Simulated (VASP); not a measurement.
Input of a VASP 6.6.1 run:

INCAR

```
PREC = Accurate
ENCUT = 630
EDIFF = 1E-6
ISMEAR = 0
SIGMA = 0.1
LREAL = F
LASPH = T
NELM = 120
ALGO = Normal
ISIF = 2
LWAVE = F
LCHARG = F
GGA = PE
NBANDS = 42
GGA_COMPAT = F
```

Contents of KPOINTS:

```
Automatic mesh
0
Gamma
  4 4 4
```

Contents of POSCAR:

```
Ba4CdBr
1.0
    5.8374922800      0.0000000000      0.0000000000
    0.0000000000      5.8374922800      0.0000000000
    0.0000000000      0.0000000000      4.2334711600
Ba Cd Br
4 1 1
Direct
    0.2347168100      0.0000000000      0.0000000000
    0.7652831900      0.0000000000      0.0000000000
    0.0000000000      0.2347168100      0.0000000000
    0.0000000000      0.7652831900      0.0000000000
    0.5000000000      0.5000000000      0.5000000000
    0.0000000000      0.0000000000      0.5000000000
```

Potentials or basis: VASP PAW PBE potentials, release 64 (Ba_sv, Cd_sv_GW, Br).

Launch:

```bash
$ cat potpaw_PBE.64/Ba_sv/POTCAR potpaw_PBE.64/Cd_sv_GW/POTCAR potpaw_PBE.64/Br/POTCAR > POTCAR
$ mpirun -np 1 vasp_std > vasp.out
```

(1) Predict the band gap on the k mesh.

(2) Estimate the pressure.

(3) What does it give for the largest force?

## Answers

(1) zero (an odd number of electrons rules out a gap without spin polarisation).

(2) 223.7 GPa.

(3) 94.153 eV/Å.

Caveat: the k points lie up to 0.37 Å⁻¹ apart, too coarse for converged energies and pressures of a metal; atoms lie so close that the PAW spheres overlap strongly, which falsifies energies and pressures; spin-orbit coupling is left out, which moves the levels of the heavy elements; forces of over 1 eV/Å act on the atoms, so gaps and moduli don't describe the material at rest.
